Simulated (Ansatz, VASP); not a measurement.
**ZnSe: VASP beside Ansatz**

```
Se Zn
1.0
     0.00000    2.83380    2.83380
     2.83380    0.00000    2.83380
     2.83380    2.83380    0.00000
Se Zn
1 1
Direct
  0.75000 0.75000 0.75000
  0.00000 0.00000 0.00000
```

Alike in both runs: functional r2SCAN; dispersion D3(BJ); k mesh 8 × 8 × 8; occupations methfessel-paxton of order 1, width 0.025 eV; non-collinear spin, spin-orbit coupling.

|  | VASP | Ansatz |
| --- | --- | --- |
| version | VASP 6.6.1 | Ansatz 0.2.0 |
| potentials or method | VASP PAW PBE potentials, release 64 (Se, Zn) | Ansatz PAW |
| plane-wave cutoff (eV) | 550 | 500 |
| valence electrons in the cell | 18 | 28 |
| task | single point | atomic charges |

```csv
,VASP,Ansatz,Ansatz less VASP
pressure (GPa),-1.0,-1.1,-0.15
net moment per atom (μB),0.00,0.00,0.000
```

VASP's potentials were made for PBE, not for r2SCAN. VASP's potentials hold 18 valence electrons a cell and Ansatz's 28, so a difference there can come from the potentials and not from the codes.
